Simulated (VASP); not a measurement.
ZnSe:

```xyz
2
Lattice="3.3252 0.0000 0.0000 0.0000 3.3252 0.0000 0.0000 0.0000 3.3252" Properties=species:S:1:pos:R:3 pbc="T T T"
Zn    0.0000    0.0000    0.0000
Se    1.6626    1.6626    1.6626
```

Base run:

- Program: VASP 6.6.1
- Functional: PBEsol
- Potentials or basis: VASP PAW PBE potentials, release 64 (Zn, Se)
- Cutoff: 520 eV
- k mesh: 6 × 6 × 6
- Occupations: gaussian, width 0.5 eV
- Spin: no spin polarisation

Its results: band gap on the k mesh zero (band 9 reaches 4.31 eV, above the bottom of band 10 at 2.75 eV); pressure -2.4 GPa.

**Question.** The run is repeated on the same cell with these changes: occupations from gaussian, width 0.5 eV to methfessel-paxton, width 0.5 eV. What comes out?

**Answer.** Band gap on the k mesh zero (band 9 reaches 4.30 eV, above the bottom of band 10 at 2.74 eV); pressure -2.9 GPa.

Caveats: the PAW data sets were made with another functional, which shifts forces and pressure a little.
